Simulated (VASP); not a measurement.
# Ta (Immm) in VASP: notebook

Runs on Ta. Level: PBE. Tasks: single point.

Program: VASP 6.6.1. These are calculated values, not measurements. Logs are shortened: lines on timing, memory, paths and dates and some standing lists are left out, and cuts for length are marked.

**1. The cell of the first run**

Symmetry: Immm, No. 71, orthorhombic system. The conventional cell has a = 3.070 Å, b = 3.319 Å, c = 3.684 Å, α = 90.00°, β = 90.00°, γ = 90.00°. Within 3.8 Å of Ta (site symmetry mmm) lie 14 Ta at 2.92 to 3.68 Å.

**2. Single point, PBE (normal strain along x +0.1100, normal strain along z -0.0750)**

INCAR reads:

```
  PREC = Accurate
  ENCUT = 520
  EDIFF = 1E-6
  ISMEAR = 0
  SIGMA = 0.15
  LREAL = False
  LASPH = True
  NELM = 100
  ALGO = Fast
  ISIF = 2
  LWAVE = False
  LCHARG = False
  GGA = PE
  NBANDS = 12
```

KPOINTS reads:

```
Automatic mesh
0
Gamma
  18 18 18
```

POSCAR reads:

```
Ta
1.0
   -1.8420267615      1.6594835689      1.5350223012
    1.8420267615     -1.6594835689      1.5350223012
    1.8420267615      1.6594835689     -1.5350223012
Ta
1
Direct
    0.0000000000      0.0000000000      0.0000000000
```

Potentials or basis: VASP PAW PBE potentials, release 64 (Ta_pv).

Started as:

```bash
$ cat potpaw_PBE.64/Ta_pv/POTCAR > POTCAR
$ mpirun -np 1 vasp_std > vasp.out
```

OUTCAR:

```text
PREC = Accurate
   ENCUT = 520
   EDIFF = 1E-6
   ISMEAR = 0
   LREAL = False
   LASPH = True
   NELM = 100
   ISIF = 2
   GGA = PE

 ion  position               nearest neighbor table
   1  0.000  0.000  0.000-

  LATTYP: Found a body centered orthorhombic cell.
 ALAT       =     3.0700446024
 B/A-ratio  =     1.0810810811
 C/A-ratio  =     1.2000000000

  Lattice vectors:

 A1 = (  -1.8420267615,   1.6594835689,  -1.5350223012)
 A2 = (  -1.8420267615,  -1.6594835689,   1.5350223012)
 A3 = (   1.8420267615,   1.6594835689,   1.5350223012)

Analysis of symmetry for initial positions (statically):
=====================================================================
 Subroutine PRICEL returns:
 Original cell was already a primitive cell.

 Routine SETGRP: Setting up the symmetry group for a
 body centered orthorhombic supercell.

 Subroutine GETGRP returns: Found  8 space group operations
 (whereof  8 operations were pure point group operations)
 out of a pool of  8 trial point group operations.

The static configuration has the point symmetry D_2h.

Analysis of symmetry for dynamics (positions and initial velocities):
=====================================================================
 Subroutine PRICEL returns:
 Original cell was already a primitive cell.

 Routine SETGRP: Setting up the symmetry group for a
 body centered orthorhombic supercell.

 Subroutine GETGRP returns: Found  8 space group operations
 (whereof  8 operations were pure point group operations)
 out of a pool of  8 trial point group operations.

The dynamic configuration has the point symmetry D_2h.

 Subroutine INISYM returns: Found  8 space group operations
 (whereof  8 operations are pure point group operations),
 and found     1 'primitive' translations

----------------------------------------------------------------------------------------

                                     Primitive cell

  volume of cell :      18.7691

  direct lattice vectors                    reciprocal lattice vectors
    -1.842026762  1.659483569  1.535022301     0.000000000  0.301298554  0.325728167
     1.842026762 -1.659483569  1.535022301     0.271440139  0.000000000  0.325728167
     1.842026762  1.659483569 -1.535022301     0.271440139  0.301298554  0.000000000

  length of vectors
     2.916031854  2.916031854  2.916031854     0.443711232  0.424003051  0.405537381

  position of ions in fractional coordinates (direct lattice)
     0.000000000  0.000000000  0.000000000

  ion indices of the primitive-cell ions
   primitive index   ion index
                 1           1

----------------------------------------------------------------------------------------

 KPOINTS: Automatic mesh

Automatic generation of k-mesh.
 Grid dimensions read from file:
 generate k-points for:   18   18   18

 Generating k-lattice:

  Cartesian coordinates                     Fractional coordinates (reciprocal lattice)
     0.000000000  0.016738809  0.018096009     0.055555556 -0.000000000  0.000000000
     0.015080008  0.000000000  0.018096009    -0.000000000  0.055555556  0.000000000
     0.015080008  0.016738809  0.000000000    -0.000000000  0.000000000  0.055555556

  Length of vectors
     0.024650624  0.023555725  0.022529855

  Shift w.r.t. Gamma in fractional coordinates (k-lattice)
     0.000000000  0.000000000  0.000000000

 Subroutine IBZKPT returns following result:
 ===========================================

 Found    865 irreducible k-points:

 Following reciprocal coordinates:
            Coordinates               Weight
  0.000000  0.000000  0.000000      1.000000
  0.055556 -0.000000  0.000000      4.000000
  0.111111 -0.000000  0.000000      4.000000
  0.166667 -0.000000  0.000000      4.000000
  0.222222 -0.000000  0.000000      4.000000
  0.277778 -0.000000  0.000000      4.000000
[... 16 lines left out ...]
 -0.333333  0.055556 -0.000000      8.000000
 -0.277778  0.055556 -0.000000      8.000000
 [... further k-points ...]
   k-points           NKPTS =    865   k-points in BZ     NKDIM =    865   number of bands    NBANDS=     12
   number of dos      NEDOS =    301   number of ions     NIONS =      1
   total plane-waves  NPLWV =  13824
   dimension x,y,z NGX =    24 NGY =   24 NGZ =   24
   dimension x,y,z NGXF=    48 NGYF=   48 NGZF=   48
   ions per type =               1
   NGX,Y,Z   is equivalent  to a cutoff of  13.68, 13.68, 13.68 a.u.
   NGXF,Y,Z  is equivalent  to a cutoff of  27.37, 27.37, 27.37 a.u.
 SYSTEM =  unknown system
   PREC   = accura    normal or accurate (medium, high low for compatibility)
   ISTART =      0    job   : 0-new  1-cont  2-samecut
   ICHARG =      2    charge: 1-file 2-atom 10-const
   ISPIN  =      1    spin polarized calculation?
   LNONCOLLINEAR =      F non collinear calculations
   LSORBIT =      F    spin-orbit coupling
   LASPH  =      T    aspherical Exc in radial PAW
   ENCUT  =  520.0 eV  38.22 Ry    6.18 a.u.   5.42  5.42  5.42*2*pi/ulx,y,z
   NELM   =    100;   NELMIN=  2; NELMDL= -5     # of ELM steps
   EDIFF  = 0.1E-05   stopping-criterion for ELM
   LREAL  =      F    real-space projection
   EDIFFG = 0.1E-04   stopping-criterion for IOM
   NSW    =      0    number of steps for IOM
   IBRION =     -1    ionic relax: 0-MD 1-quasi-New 2-CG
   NFREE  =      0    steps in history (QN), initial steepest desc. (CG)
   ISIF   =      2    stress and relaxation
   ISYM   =      2    0-nonsym 1-usesym 2-fastsym
   POTIM  = 0.5000    time-step for ionic-motion
   TEBEG  =    0.0;   TEEND  =   0.0 temperature during run
   PSTRESS=    0.0 pullay stress
   NELECT =      11.0000    total number of electrons
   NUPDOWN=      -1.0000    fix difference up-down
   EMIN   =  10.00;   EMAX   =-10.00  energy-range for DOS
   EFERMI =   0.00;   METHOD = LEGACY
   ISMEAR =     0;   SIGMA  =   0.15  broadening in eV -4-tet -1-fermi 0-gaus
   EFERMI_NEDOS =   21; number of points for ismear=-14 and -15
   IALGO  =     68    algorithm
   IMIX   =      4    mixing-type and parameters
     AMIX     =   0.40;   BMIX     =  1.00
     AMIX_MAG =   1.60;   BMIX_MAG =  1.00
  volume/ion in A,a.u.               =      18.77       126.66
  Fermi-wavevector in a.u.,A,eV,Ry     =   1.370013  2.588948 25.537241  1.876934
  Thomas-Fermi vector in A             =   2.495837
   LORBIT       =      0    0 simple, 1 ext, 2 COOP (PROOUT), +10 PAW based schemes
   GGA     = PE    functional components
   LHFCALC =     F    Hartree Fock is set to
   AEXX    =    0.0000 exact exchange contribution
   IVDW    =     0    specifies the selected vdW correction
   LEPSILON=     F    determine dielectric tensor
   LRPA    =     F    only Hartree local field effects (RPA)
 non-spin polarized calculation
 RMM-DIIS sequential band-by-band and
 Gauss-broadening in eV      SIGMA  =   0.15
  energy-cutoff  :      520.00
  volume of cell :       18.77
 maximum number of plane-waves:       522
 NGX is ok and might be reduce to    24
   NGX = 11   NGY = 11   NGZ = 11

 number of electron      10.9999999 magnetization

 Free energy of the ion-electron system (eV)
  ---------------------------------------------------
  ext. energy  EPLUGINS =         0.00000000
  ---------------------------------------------------
  free energy    TOTEN  =       -11.73508835 eV

  energy without entropy =      -11.71978323  energy(sigma->0) =      -11.72743579

 E-fermi :   5.2744     XC(G=0): -12.4055

 val. band max:        5.2708849763   @ k =   0.1667   0.3333   0.0556
 cond. band min:       5.2750275005   @ k =  -0.3333   0.0556  -0.0000
 fundamental gap:      0.0041425241
 Fermi energy:         5.2744375279

 k-point     1 :       0.0000    0.0000    0.0000
  band No.  band energies     occupation
      1     -28.0835      2.00000
      2     -28.0808      2.00000
      3     -28.0454      2.00000
      4      -2.5971      2.00000
      5       5.0518      1.96421
      6       6.1584      0.00000
      7       7.1866      0.00000
      8       7.5438      0.00000
      9       9.9494      0.00000
     10      18.6612      0.00000
     11      20.2304      0.00000
     12      21.8582      0.00000

 k-point     2 :       0.0556   -0.0000    0.0000
  band No.  band energies     occupation
      1     -28.1046      2.00000
      2     -28.0928      2.00000
      3     -28.0612      2.00000
      4      -2.4514      2.00000
      5       5.0651      1.95163
      6       6.1508      0.00000
      7       7.1022      0.00000
      8       7.5948      0.00000
      9       9.8282      0.00000
     10      18.9445      0.00000
     11      20.4641      0.00000
     12      21.9522      0.00000

 k-point     3 :       0.1111   -0.0000    0.0000
  band No.  band energies     occupation
      1     -28.1914      2.00000
      2     -28.1271      2.00000
      3     -28.0791      2.00000
      4      -2.0276      2.00000
      5       4.9700      1.99590
      6       6.2956      0.00000
      7       6.8001      0.00000
      8       7.7741      0.00000
      9       9.5954      0.00000
     10      19.7551      0.00000
     11      21.0259      0.00000
     12      22.1580      0.00000
[... 286 lines left out ...]
 k-point    23 :      -0.3333    0.0556   -0.0000
  band No.  band energies     occupation
      1     -28.7494      2.00000
      2     -28.3438      2.00000
      3     -28.1526      2.00000
      4       0.6195      2.00000
      5       3.5719      2.00000
      6       5.2750      0.99556
      7       8.9849      0.00000
      8       9.4296      0.00000
      9       9.9308      0.00000
     10      19.0851      0.00000
     11      19.7155      0.00000
     12      21.9938      0.00000

 k-point    24 :      -0.2778    0.0556   -0.0000
  band No.  band energies     occupation
      1     -28.5880      2.00000
      2     -28.2747      2.00000
      3     -28.1306      2.00000
      4      -0.1066      2.00000
      5       3.9881      2.00000
      6       5.4441      0.10967
      7       8.1358      0.00000
      8       8.6590      0.00000
      9       9.7348      0.00000
     10      19.7067      0.00000
     11      20.4030      0.00000
     12      22.6467      0.00000

 [... further k-points ...]

------------------------ aborting loop because EDIFF is reached ----------------------------------------

  FORCE on cell =-STRESS in cart. coord.  units (eV):
  Direction    XX          YY          ZZ          XY          YZ          ZX
  --------------------------------------------------------------------------------------
  -------------------------------------------------------------------------------------
  Total       -1.1817257     -0.0688165      0.2593306      0.0000000      0.0000000      0.0000000
  in kB     -100.8750310     -5.8743477     22.1371051      0.0000000      0.0000000      0.0000000
  external PRESSURE =     -28.2040912 kB  Pullay stress =       0.0000000 kB

 VOLUME and BASIS-vectors are now :
 -----------------------------------------------------------------------------
  energy-cutoff  :      520.00
  volume of cell :       18.77
      direct lattice vectors                 reciprocal lattice vectors
    -1.842026762  1.659483569  1.535022301     0.000000000  0.301298554  0.325728167
     1.842026762 -1.659483569  1.535022301     0.271440139  0.000000000  0.325728167
     1.842026762  1.659483569 -1.535022301     0.271440139  0.301298554  0.000000000

 POSITION                                       TOTAL-FORCE (eV/Angst)
 -----------------------------------------------------------------------------------
      0.00000      0.00000      0.00000         0.000000     -0.000000     -0.000000
 -----------------------------------------------------------------------------------
    total drift:                                0.000000      0.000000      0.000000

  FREE ENERGIE OF THE ION-ELECTRON SYSTEM (eV)
  ---------------------------------------------------
  free  energy   TOTEN  =       -11.7350883528 eV

  energy  without entropy=      -11.7197832333  energy(sigma->0) =      -11.72743579
```

It took 3.9 min on 1 thread of Intel Xeon 8259CL, shared host; peak memory 0.3 GiB.

What came out:

| Quantity | Value |
| --- | --- |
| Free energy | -11.7351 eV |
| Pressure | -2.8 GPa |
| Band gap on the k mesh | zero (an odd number of electrons rules out a gap without spin polarisation) |

Stress tensor (GPa, compression positive):
```
-10.09   0.00   0.00
  0.00  -0.59   0.00
  0.00   0.00   2.21
```

Caveat: the cell differs from its parent crystal (normal strain along x +0.1100, normal strain along z -0.0750); the stress differs along the axes, from -10 to 2 GPa; spin-orbit coupling is left out, which moves the levels of the heavy elements.

(Part 1 of 2 ends here.)
